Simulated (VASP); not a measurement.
Runs of VASP 6.6.1 on Cr. The structure is cubic, space group Im-3m (No. 229). Conventional cell: a = 2.969 Å, b = 2.969 Å, c = 2.969 Å, α = 90.00°, β = 90.00°, γ = 90.00°. Within 3.4 Å of Cr (site symmetry m-3m) lie 14 Cr at 2.57 to 2.97 Å. 

```csv
task,U,k mesh for the DOS,occupations for the DOS,gap on the mesh (eV),pressure (GPa),moment (μB)
single point,Cr d U = 5.0 eV,-,-,(b),36.4,0.00
single point,Cr d U = 1.0 eV,-,-,none,(a),0.00
density of states,Cr d U = 3.0 eV,17 × 17 × 17,tetrahedron,-,-,0.00
single point,Cr d U = 3.0 eV,-,-,0.21,21.9,0.00
```

Alike in all rows: level PBE+U; potentials or basis VASP PAW PBE potentials, release 64 (Cr_pv); spin collinear, antiferromagnetic start; cell as given; k mesh 11 × 11 × 11; cutoff (eV) 520; smearing fermi-dirac 0.05 eV.

Problem. Estimate the missing entries.

Solution. (a) 0.7; (b) 0.51.

Caveats: the U is typed as a test and isn't derived for this compound; tetrahedron occupations give inexact forces and stress in metals (some runs).

A k mesh can miss the band edges.

A gap of «none» marks levels without a gap at the run's occupations.
